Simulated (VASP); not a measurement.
A run of VASP 6.6.1 is set up as follows.

File INCAR:

```
PREC = Accurate
ENCUT = 520
EDIFF = 1E-6
ISMEAR = -1
SIGMA = 0.1
LREAL = F
LASPH = T
NELM = 80
ALGO = Normal
ISIF = 2
LWAVE = F
LCHARG = F
GGA = RP
NBANDS = 13
```

The input KPOINTS:

```
Automatic mesh
0
Gamma
  10 10 10
```

File POSCAR:

```
Sn
1.0
    3.1144414635      0.0000000000      0.0000000000
    0.0000000000      3.1144414635      0.0000000000
    0.0000000000      0.0000000000      3.1144414635
Sn
1
Direct
    0.0000000000      0.0000000000      0.0000000000
```

Potentials or basis: VASP PAW PBE potentials, release 64 (Sn_d).

Command:

```console
$ cat potpaw_PBE.64/Sn_d/POTCAR > POTCAR
$ mpirun -np 1 vasp_std > vasp.out
```

**Question.** What does it give for the pressure?

**Answer.** 0.0 GPa.

**Question.** Estimate the band gap on the k mesh.

**Answer.** Zero (band 7 reaches 11.94 eV, above the bottom of band 8 at 4.73 eV).

Caveat: the PAW data sets were made with another functional, which shifts forces and pressure a little; spin-orbit coupling is left out, which moves the levels of the heavy elements.
